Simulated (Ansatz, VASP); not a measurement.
# InSe in VASP and in Ansatz

```
In Se
1.0
     5.86790   -2.05500    0.00000
     5.86790    2.05500    0.00000
    -1.59942    0.00000    4.32366
In Se
2 2
Direct
  0.88400 0.88400 0.00500
  0.11600 0.11600 0.99500
  0.66000 0.66000 0.64200
  0.34000 0.34000 0.35800
```

Alike in both runs: task electric field gradients; functional PBE; k mesh 8 × 8 × 7; occupations fermi-dirac, width 0.02 eV; no spin polarisation.

|  | VASP | Ansatz |
| --- | --- | --- |
| version | VASP 6.6.1 | Ansatz 0.2.0 |
| potentials or method | VASP PAW PBE potentials, release 64 (In_d, Se) | PAW with Ansatz's default frozen-core files, scalar-relativistic |
| plane-wave cutoff (eV) | 520 | 420 |
| valence electrons in the cell | 38 | 58 |

Ansatz gave:

```
gap on the k mesh at the Fermi level (eV)                     : 1.02
pressure (GPa)                                                : 2.9
traceless stress, the component that is largest in VASP (GPa) : 2.40
rms of the force components (eV/Å)                            : 0.386
size of Vzz on the site where it differs most (V/Å²)          : 77.1
```

**Question.** Estimate VASP's values.

**Answer.** gap on the k mesh at the Fermi level (eV): 1.02; pressure (GPa): 3.0; traceless stress, the component that is largest in VASP (GPa): 2.41; rms of the force components (eV/Å): 0.386; size of Vzz on the site where it differs most (V/Å²): 74.0.

Atom by atom the forces differ by 0.007 eV/Å (rms over components). VASP's potentials hold 38 valence electrons a cell and Ansatz's 58, so a difference there can come from the potentials and not from the codes.
